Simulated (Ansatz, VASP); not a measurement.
# CdS in VASP and in Ansatz

```
CELL_PARAMETERS angstrom
0.00000 2.94295 2.94295
2.94295 0.00000 2.94295
2.94295 2.94295 0.00000
ATOMIC_POSITIONS crystal
Cd 0.00000 0.00000 0.00000
S 0.75000 0.75000 0.75000
```

Alike in both runs: task single point; functional PBEsol; k mesh 8 × 8 × 8; occupations fermi-dirac, width 0.03 eV; no spin polarisation.

|  | VASP | Ansatz |
| --- | --- | --- |
| version | VASP 6.6.1 | Ansatz 0.2.0 |
| potentials or method | VASP PAW PBE potentials, release 64 (Cd, S), cutoff 520 eV | all-electron LAPW, scalar-relativistic |

```tsv
	VASP	Ansatz	Ansatz less VASP
pressure (GPa)	-1.5	-1.8	-0.32
```

VASP's potentials were made for PBE, not for PBEsol. Ansatz ran all-electron here, and VASP with PAW potentials.
